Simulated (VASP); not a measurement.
# ZnS (F-43m) in VASP: notebook

ZnS is run at these levels: PBE; tasks: single point.

All numbers are computed with VASP 6.6.1; they aren't measurements. Logs are shortened: lines on timing, memory, paths and dates and some standing lists are left out, and cuts for length are marked.

**Measured values to compare with.**

“Electronic, vibrational, and thermodynamic properties of ZnS (zincblende and rocksalt structure)”, 2009, arxiv:0911.5022 quotes, for a bulk crystal of ZnS at 19 K: band gap 3.85 eV (direct).

The results are compared with them further down.

### 1 The cell of the first run

Symmetry: F-43m, No. 216, cubic system. The conventional cell has a = 5.300 Å, b = 5.300 Å, c = 5.300 Å, α = 90.00°, β = 90.00°, γ = 90.00°. Zn (site symmetry -43m) has 4 S at 2.29 Å within 3.0 Å. S (site symmetry -43m) has 4 Zn at 2.29 Å within 3.0 Å.

### 2 Single point, PBE (volume scaled by 0.9405)

Input file INCAR:

```
SYSTEM = ZnS
PREC = Accurate
ENCUT = 520
EDIFF = 1E-7
ISMEAR = -1
SIGMA = 0.01
LREAL = .False.
LASPH = .True.
NELM = 80
ALGO = Normal
ISIF = 2
LWAVE = .False.
LCHARG = .False.
GGA = PE
NBANDS = 16
```

Input file KPOINTS:

```
regular mesh
0
Gamma
  9 9 9
  0 0 0
```

Input file POSCAR:

```
ZnS
1.0
    0.0000000000      2.6499072441      2.6499072441
    2.6499072441      0.0000000000      2.6499072441
    2.6499072441      2.6499072441      0.0000000000
Zn S
1 1
Direct
    0.0000000000      0.0000000000      0.0000000000
    0.7500000000      0.7500000000      0.7500000000
```

Potentials or basis: VASP PAW PBE potentials, release 64 (Zn, S).

Launch:

```
$ cat potpaw_PBE.64/Zn/POTCAR potpaw_PBE.64/S/POTCAR > POTCAR
$ mpirun -np 1 vasp_std > vasp.out
```

OUTCAR:

```text
SYSTEM = ZnS
   PREC = Accurate
   ENCUT = 520
   EDIFF = 1E-7
   ISMEAR = -1
   LREAL = .False.
   LASPH = .True.
   NELM = 80
   ISIF = 2
   GGA = PE

 ion  position               nearest neighbor table
   1  0.000  0.000  0.000-   2 2.29   2 2.29   2 2.29   2 2.29
   2  0.750  0.750  0.750-   1 2.29   1 2.29   1 2.29   1 2.29

  LATTYP: Found a face centered cubic cell.
 ALAT       =     5.2998144882

  Lattice vectors:

 A1 = (   0.0000000000,   2.6499072441,   2.6499072441)
 A2 = (   2.6499072441,   0.0000000000,   2.6499072441)
 A3 = (   2.6499072441,   2.6499072441,   0.0000000000)

Analysis of symmetry for initial positions (statically):
=====================================================================
 Subroutine PRICEL returns:
 Original cell was already a primitive cell.

 Routine SETGRP: Setting up the symmetry group for a
 face centered cubic supercell.

 Subroutine GETGRP returns: Found 24 space group operations
 (whereof 24 operations were pure point group operations)
 out of a pool of 48 trial point group operations.

The static configuration has the point symmetry T_d .

Analysis of symmetry for dynamics (positions and initial velocities):
=====================================================================
 Subroutine PRICEL returns:
 Original cell was already a primitive cell.

 Routine SETGRP: Setting up the symmetry group for a
 face centered cubic supercell.

 Subroutine GETGRP returns: Found 24 space group operations
 (whereof 24 operations were pure point group operations)
 out of a pool of 48 trial point group operations.

The dynamic configuration has the point symmetry T_d .

 Subroutine INISYM returns: Found 24 space group operations
 (whereof 24 operations are pure point group operations),
 and found     1 'primitive' translations

----------------------------------------------------------------------------------------

                                     Primitive cell

  volume of cell :      37.2153

  direct lattice vectors                    reciprocal lattice vectors
     0.000000000  2.649907244  2.649907244    -0.188685850  0.188685850  0.188685850
     2.649907244  0.000000000  2.649907244     0.188685850 -0.188685850  0.188685850
     2.649907244  2.649907244  0.000000000     0.188685850  0.188685850 -0.188685850

  length of vectors
     3.747534764  3.747534764  3.747534764     0.326813478  0.326813478  0.326813478

[... 73 lines left out ...]
   ICHARG =      2    charge: 1-file 2-atom 10-const
   ISPIN  =      1    spin polarized calculation?
   LNONCOLLINEAR =      F non collinear calculations
   LSORBIT =      F    spin-orbit coupling
   LASPH  =      T    aspherical Exc in radial PAW
   ENCUT  =  520.0 eV  38.22 Ry    6.18 a.u.   6.97  6.97  6.97*2*pi/ulx,y,z
   NELM   =     80;   NELMIN=  2; NELMDL= -5     # of ELM steps
   EDIFF  = 0.1E-06   stopping-criterion for ELM
   LREAL  =      F    real-space projection
   EDIFFG = 0.1E-05   stopping-criterion for IOM
   NSW    =      0    number of steps for IOM
   IBRION =     -1    ionic relax: 0-MD 1-quasi-New 2-CG
   NFREE  =      0    steps in history (QN), initial steepest desc. (CG)
   ISIF   =      2    stress and relaxation
   ISYM   =      2    0-nonsym 1-usesym 2-fastsym
   POTIM  = 0.5000    time-step for ionic-motion
   TEBEG  =    0.0;   TEEND  =   0.0 temperature during run
   PSTRESS=    0.0 pullay stress
   NELECT =      18.0000    total number of electrons
   NUPDOWN=      -1.0000    fix difference up-down
   EMIN   =  10.00;   EMAX   =-10.00  energy-range for DOS
   EFERMI =   0.00;   METHOD = LEGACY
   ISMEAR =    -1;   SIGMA  =   0.01  broadening in eV -4-tet -1-fermi 0-gaus
   EFERMI_NEDOS =   21; number of points for ismear=-14 and -15
   IALGO  =     38    algorithm
   IMIX   =      4    mixing-type and parameters
     AMIX     =   0.40;   BMIX     =  1.00
     AMIX_MAG =   1.60;   BMIX_MAG =  1.00
  volume/ion in A,a.u.               =      18.61       125.57
  Fermi-wavevector in a.u.,A,eV,Ry     =   1.285065  2.428420 22.468543  1.651391
  Thomas-Fermi vector in A             =   2.417221
   LORBIT       =      0    0 simple, 1 ext, 2 COOP (PROOUT), +10 PAW based schemes
   GGA     = PE    functional components
   LHFCALC =     F    Hartree Fock is set to
   AEXX    =    0.0000 exact exchange contribution
   IVDW    =     0    specifies the selected vdW correction
   LEPSILON=     F    determine dielectric tensor
   LRPA    =     F    only Hartree local field effects (RPA)
 non-spin polarized calculation
  energy-cutoff  :      520.00
  volume of cell :       37.22
 maximum number of plane-waves:      1018
   NGX = 13   NGY = 13   NGZ = 13

 number of electron      18.0000015 magnetization

 Free energy of the ion-electron system (eV)
  ---------------------------------------------------
  ext. energy  EPLUGINS =         0.00000000
  ---------------------------------------------------
  free energy    TOTEN  =        -6.78842055 eV

  energy without entropy =       -6.78842055  energy(sigma->0) =       -6.78842055

 E-fermi :   2.9454     XC(G=0):  -9.9079

 val. band max:        2.6713633641   @ k =   0.0000   0.0000   0.0000
 cond. band min:       5.0463594955   @ k =   0.0000   0.0000   0.0000
 fundamental gap:      2.3749961314
 Fermi energy:         2.9453944239

 k-point     1 :       0.0000    0.0000    0.0000
  band No.  band energies     occupation
      1     -10.8946      2.00000
      2      -3.9199      2.00000
      3      -3.9199      2.00000
      4      -3.9199      2.00000
      5      -3.3497      2.00000
      6      -3.3497      2.00000
[... 433 lines left out ...]
      3      -3.5451      2.00000
      4      -3.5451      2.00000
      5      -3.2641      2.00000
      6      -3.1835      2.00000
[... 8 lines left out ...]
     15      16.3713      0.00000
     16      17.9744      0.00000

 [... further k-points ...]
[... 5 lines left out ...]
  --------------------------------------------------------------------------------------
  -------------------------------------------------------------------------------------
  Total        1.5959593      1.5959593      1.5959593      0.0000000     -0.0000000      0.0000000
  in kB       68.7084870     68.7084870     68.7084870      0.0000000     -0.0000000      0.0000000
  external PRESSURE =      68.7084870 kB  Pullay stress =       0.0000000 kB

 VOLUME and BASIS-vectors are now :
 -----------------------------------------------------------------------------
  energy-cutoff  :      520.00
  volume of cell :       37.22
      direct lattice vectors                 reciprocal lattice vectors
     0.000000000  2.649907244  2.649907244    -0.188685850  0.188685850  0.188685850
     2.649907244  0.000000000  2.649907244     0.188685850 -0.188685850  0.188685850
     2.649907244  2.649907244  0.000000000     0.188685850  0.188685850 -0.188685850

 POSITION                                       TOTAL-FORCE (eV/Angst)
 -----------------------------------------------------------------------------------
      0.00000      0.00000      0.00000         0.000000     -0.000000     -0.000000
      3.97486      3.97486      3.97486         0.000000      0.000000      0.000000
 -----------------------------------------------------------------------------------
    total drift:                               -0.000002     -0.000002     -0.000002

  FREE ENERGIE OF THE ION-ELECTRON SYSTEM (eV)
  ---------------------------------------------------
  free  energy   TOTEN  =        -6.7884205467 eV

  energy  without entropy=       -6.7884205467  energy(sigma->0) =       -6.78842055
```

Wall time 12 s (1 thread of Intel Xeon 6975P-C, shared host); peak memory 0.16 GiB.

Results:

- Free energy: -6.7884 eV
- Pressure: 6.9 GPa
- Band gap on the k mesh: 2.38 eV, direct

Caveat: the cell differs from its parent crystal (volume scaled by 0.9405).

### 3 Single point, PBE

This run uses another cell than the first one, of 19.78 Å³/atom, 1.063 times its volume.

Input file INCAR:

```
SYSTEM = ZnS
PREC     = Accurate       ! precision mode
ENCUT    = 520            ! plane-wave cutoff, eV
EDIFF    = 1E-6           ! SCF threshold, eV
ISMEAR   = -1             ! smearing method
SIGMA    = 0.01           ! smearing width, eV
LREAL    = .FALSE.        ! projectors in reciprocal space
LASPH    = .TRUE.         ! aspherical terms in the spheres
NELM     = 80             ! most SCF steps
ALGO     = Normal         ! electronic algorithm
ISIF     = 2              ! what is computed and relaxed
LWAVE    = .FALSE.        ! write WAVECAR
LCHARG   = .FALSE.        ! write CHGCAR
GGA      = PE             ! functional
NBANDS   = 16             ! bands
```

Input file KPOINTS:

```
regular mesh
0
G
  9 9 9
  0 0 0
```

Input file POSCAR:

```
ZnS
1.0
    0.0000000000      2.7046500000      2.7046500000
    2.7046500000      0.0000000000      2.7046500000
    2.7046500000      2.7046500000      0.0000000000
Zn S
1 1
Direct
    0.0000000000      0.0000000000      0.0000000000
    0.7500000000      0.7500000000      0.7500000000
```

Potentials or basis: VASP PAW PBE potentials, release 64 (Zn, S).

Launch:

```
$ cat potpaw_PBE.64/Zn/POTCAR potpaw_PBE.64/S/POTCAR > POTCAR
$ mpirun -np 1 vasp_std > vasp.out
```

Wall time 12 s (1 thread of Intel Xeon 6975P-C, shared host); peak memory 0.16 GiB.

The run converged. Its results:

* Free energy: -6.8485 eV
* Pressure: 1.5 GPa
* Band gap on the k mesh: 2.10 eV, direct

Levels at points of the mesh, in eV from the valence-band top:
| k point | band 5 | band 6 | band 7 | band 8 | band 9 | band 10 | band 11 | band 12 | band 13 | band 14 |
| --- | --- | --- | --- | --- | --- | --- | --- | --- | --- | --- |
| (0.00, 0.00, 0.00) | -5.83 | -5.83 | 0.00 | 0.00 | 0.00 | 2.10 | 6.40 | 6.40 | 6.40 | 11.76 |

### 4 Single point, PBE (volume scaled by 0.98)

Input file INCAR:

```
SYSTEM = ZnS
  PREC = Accurate
  ENCUT = 520
  EDIFF = 1E-6
  ISMEAR = -1
  SIGMA = 0.01
  LREAL = .FALSE.
  LASPH = .TRUE.
  NELM = 60
  ALGO = Normal
  ISIF = 2
  LWAVE = .FALSE.
  LCHARG = .FALSE.
  GGA = PE
  NBANDS = 16
```

KPOINTS is that of step 3.

Input file POSCAR:

```
ZnS
1.0
    0.0000000000      2.6864974396      2.6864974396
    2.6864974396      0.0000000000      2.6864974396
    2.6864974396      2.6864974396      0.0000000000
Zn S
1 1
Direct
    0.0000000000      0.0000000000      0.0000000000
    0.7500000000      0.7500000000      0.7500000000
```

Potentials or basis: VASP PAW PBE potentials, release 64 (Zn, S).

Launch:

```
$ cat potpaw_PBE.64/Zn/POTCAR potpaw_PBE.64/S/POTCAR > POTCAR
$ mpirun -np 1 vasp_std > vasp.out
```

OUTCAR:

```text
SYSTEM = ZnS
   PREC = Accurate
   ENCUT = 520
   EDIFF = 1E-6
   ISMEAR = -1
   LREAL = .FALSE.
   LASPH = .TRUE.
   NELM = 60
   ISIF = 2
   GGA = PE

 ion  position               nearest neighbor table
   1  0.000  0.000  0.000-   2 2.33   2 2.33   2 2.33   2 2.33
   2  0.750  0.750  0.750-   1 2.33   1 2.33   1 2.33   1 2.33

  LATTYP: Found a face centered cubic cell.
 ALAT       =     5.3729948792

  Lattice vectors:

 A1 = (   0.0000000000,   2.6864974396,   2.6864974396)
 A2 = (   2.6864974396,   0.0000000000,   2.6864974396)
 A3 = (   2.6864974396,   2.6864974396,   0.0000000000)

Analysis of symmetry for initial positions (statically):
=====================================================================
 Subroutine PRICEL returns:
 Original cell was already a primitive cell.

 Routine SETGRP: Setting up the symmetry group for a
 face centered cubic supercell.

 Subroutine GETGRP returns: Found 24 space group operations
 (whereof 24 operations were pure point group operations)
 out of a pool of 48 trial point group operations.

The static configuration has the point symmetry T_d .

Analysis of symmetry for dynamics (positions and initial velocities):
=====================================================================
 Subroutine PRICEL returns:
 Original cell was already a primitive cell.

 Routine SETGRP: Setting up the symmetry group for a
 face centered cubic supercell.

 Subroutine GETGRP returns: Found 24 space group operations
 (whereof 24 operations were pure point group operations)
 out of a pool of 48 trial point group operations.

The dynamic configuration has the point symmetry T_d .

 Subroutine INISYM returns: Found 24 space group operations
 (whereof 24 operations are pure point group operations),
 and found     1 'primitive' translations

[... 105 lines left out ...]
   NELECT =      18.0000    total number of electrons
   NUPDOWN=      -1.0000    fix difference up-down
   EMIN   =  10.00;   EMAX   =-10.00  energy-range for DOS
   EFERMI =   0.00;   METHOD = LEGACY
   ISMEAR =    -1;   SIGMA  =   0.01  broadening in eV -4-tet -1-fermi 0-gaus
   EFERMI_NEDOS =   21; number of points for ismear=-14 and -15
   IALGO  =     38    algorithm
   IMIX   =      4    mixing-type and parameters
     AMIX     =   0.40;   BMIX     =  1.00
     AMIX_MAG =   1.60;   BMIX_MAG =  1.00
  volume/ion in A,a.u.               =      19.39       130.84
  Fermi-wavevector in a.u.,A,eV,Ry     =   1.267562  2.395345 21.860666  1.606714
  Thomas-Fermi vector in A             =   2.400703
   LORBIT       =      0    0 simple, 1 ext, 2 COOP (PROOUT), +10 PAW based schemes
   GGA     = PE    functional components
   LHFCALC =     F    Hartree Fock is set to
   AEXX    =    0.0000 exact exchange contribution
   IVDW    =     0    specifies the selected vdW correction
   LEPSILON=     F    determine dielectric tensor
   LRPA    =     F    only Hartree local field effects (RPA)
 non-spin polarized calculation
  energy-cutoff  :      520.00
  volume of cell :       38.78
 maximum number of plane-waves:      1055
   NGX = 15   NGY = 15   NGZ = 15

 number of electron      18.0000011 magnetization

 Free energy of the ion-electron system (eV)
  ---------------------------------------------------
  ext. energy  EPLUGINS =         0.00000000
  ---------------------------------------------------
  free energy    TOTEN  =        -6.83687933 eV

  energy without entropy =       -6.83687933  energy(sigma->0) =       -6.83687933

 E-fermi :   2.4806     XC(G=0):  -9.7119

 val. band max:        2.2692762015   @ k =   0.0000   0.0000   0.0000
 cond. band min:       4.4597125032   @ k =   0.0000   0.0000   0.0000
 fundamental gap:      2.1904363017
 Fermi energy:         2.4806198888

 k-point     1 :       0.0000    0.0000    0.0000
  band No.  band energies     occupation
      1     -10.9929      2.00000
      2      -4.1399      2.00000
      3      -4.1399      2.00000
      4      -4.1399      2.00000
      5      -3.6210      2.00000
      6      -3.6210      2.00000
[... 433 lines left out ...]
      3      -3.7977      2.00000
      4      -3.7977      2.00000
      5      -3.5443      2.00000
      6      -3.4612      2.00000
[... 8 lines left out ...]
     15      15.9153      0.00000
     16      17.3823      0.00000

 [... further k-points ...]
[... 5 lines left out ...]
  --------------------------------------------------------------------------------------
  -------------------------------------------------------------------------------------
  Total        0.7614471      0.7614471      0.7614471     -0.0000000      0.0000000      0.0000000
  in kB       31.4601664     31.4601664     31.4601664     -0.0000000      0.0000000      0.0000000
  external PRESSURE =      31.4601664 kB  Pullay stress =       0.0000000 kB

 VOLUME and BASIS-vectors are now :
 -----------------------------------------------------------------------------
  energy-cutoff  :      520.00
  volume of cell :       38.78
      direct lattice vectors                 reciprocal lattice vectors
     0.000000000  2.686497440  2.686497440    -0.186115941  0.186115941  0.186115941
     2.686497440  0.000000000  2.686497440     0.186115941 -0.186115941  0.186115941
     2.686497440  2.686497440  0.000000000     0.186115941  0.186115941 -0.186115941

 POSITION                                       TOTAL-FORCE (eV/Angst)
 -----------------------------------------------------------------------------------
      0.00000      0.00000      0.00000        -0.000000     -0.000000     -0.000000
      4.02975      4.02975      4.02975         0.000000      0.000000      0.000000
 -----------------------------------------------------------------------------------
    total drift:                               -0.000001     -0.000001     -0.000001

  FREE ENERGIE OF THE ION-ELECTRON SYSTEM (eV)
  ---------------------------------------------------
  free  energy   TOTEN  =        -6.8368793266 eV

  energy  without entropy=       -6.8368793266  energy(sigma->0) =       -6.83687933
```

Wall time 11 s (1 thread of Intel Xeon 6975P-C, shared host); peak memory 0.16 GiB.

Results:

* Free energy: -6.8369 eV
* Pressure: 3.1 GPa
* Band gap on the k mesh: 2.19 eV, direct

Caveat: the cell differs from its parent crystal (volume scaled by 0.98).

### 5 Summary

| cell | gap on the mesh (eV) | pressure (GPa) |
| --- | --- | --- |
| a = 3.748 Å, angles 60.0°, 2 atoms | 2.38 | 6.9 |
| a = 3.825 Å, angles 60.0°, 2 atoms | 2.10 | 1.5 |
| a = 3.799 Å, angles 60.0°, 2 atoms | 2.19 | 3.1 |

Alike in all rows: task single point; level PBE; potentials or basis VASP PAW PBE potentials, release 64 (Zn, S); no spin polarisation; k mesh 9 × 9 × 9; cutoff (eV) 520; smearing fermi-dirac 0.01 eV.

Total energies depend on the potentials used, so only differences within one code and one set of settings carry meaning.

### 6 Against experiment

Step 3. Against the measured gap of ZnS, 3.85 eV (direct; 19 K; quoted in “Electronic, vibrational, and thermodynamic properties of ZnS (zincblende and rocksalt structure)”, 2009, arxiv:0911.5022), the calculated 2.10 eV is off by -1.75 eV. The value is that of PBE, without temperature or zero-point motion. Semilocal functionals fall short of measured gaps as a rule.
